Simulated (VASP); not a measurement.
Input of a VASP 6.6.1 run:

File INCAR:

```
SYSTEM = ZrB
PREC     = Accurate       ! precision mode
ENCUT    = 520            ! plane-wave cutoff, eV
EDIFF    = 1E-6           ! SCF threshold, eV
ISMEAR   = 0              ! smearing method
SIGMA    = 0.05           ! smearing width, eV
LREAL    = .FALSE.        ! projectors in reciprocal space
LASPH    = .TRUE.         ! aspherical terms in the spheres
NELM     = 100            ! most SCF steps
ALGO     = Normal         ! electronic algorithm
ISIF     = 2              ! what is computed and relaxed
LWAVE    = .FALSE.        ! write WAVECAR
LCHARG   = .FALSE.        ! write CHGCAR
GGA      = PE             ! functional
NBANDS   = 14             ! bands
```

The input KPOINTS:

```
regular mesh
0
G
  14 14 14
  0 0 0
```

POSCAR

```
ZrB
1.0
    0.0000000000      2.3250000000      2.3250000000
    2.3250000000      0.0000000000      2.3250000000
    2.3250000000      2.3250000000      0.0000000000
Zr B
1 1
Direct
    0.0000000000      0.0000000000      0.0000000000
    0.5000000000      0.5000000000      0.5000000000
```

Potentials or basis: VASP PAW PBE potentials, release 64 (Zr_sv, B).

Launch:

```sh
$ cat potpaw_PBE.64/Zr_sv/POTCAR potpaw_PBE.64/B/POTCAR > POTCAR
$ mpirun -np 1 vasp_std > vasp.out
```

What does it give for the pressure?

35.0 GPa.
